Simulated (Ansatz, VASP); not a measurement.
# Zr3S: VASP beside Ansatz

```
CELL_PARAMETERS angstrom
5.91238 0.00000 0.00000
-2.95619 5.12027 0.00000
0.00000 0.00000 5.75270
ATOMIC_POSITIONS crystal
Zr 0.31911 0.00000 0.00000
Zr 0.31911 0.31911 0.50000
Zr 0.00000 0.31911 0.00000
Zr 0.68089 0.00000 0.50000
Zr 0.68089 0.68089 0.00000
Zr 0.00000 0.68089 0.50000
S 0.33333 0.66667 0.25000
S 0.66667 0.33333 0.75000
```

Alike in both runs: functional PBE; k mesh 6 × 6 × 6; occupations gaussian, width 0.1 eV; no spin polarisation.

Ansatz relaxed the structure, and its values are those at the end. VASP's run is a single point on that final structure, the one shown.

|  | VASP | Ansatz |
| --- | --- | --- |
| version | VASP 6.6.1 | Ansatz 0.2.0 |
| potentials or method | VASP PAW PBE potentials, release 64 (Zr_sv, S), cutoff 520 eV | scalar-relativistic, plane waves, PAW |
| valence electrons in the cell | 84 | 84 |

```csv
,VASP,Ansatz,Ansatz less VASP
gap on the k mesh at the Fermi level (eV),none,none,-
pressure (GPa),0.0,0.0,-0.03
```

A gap of «none» marks a metal or a gap that the smearing closes.
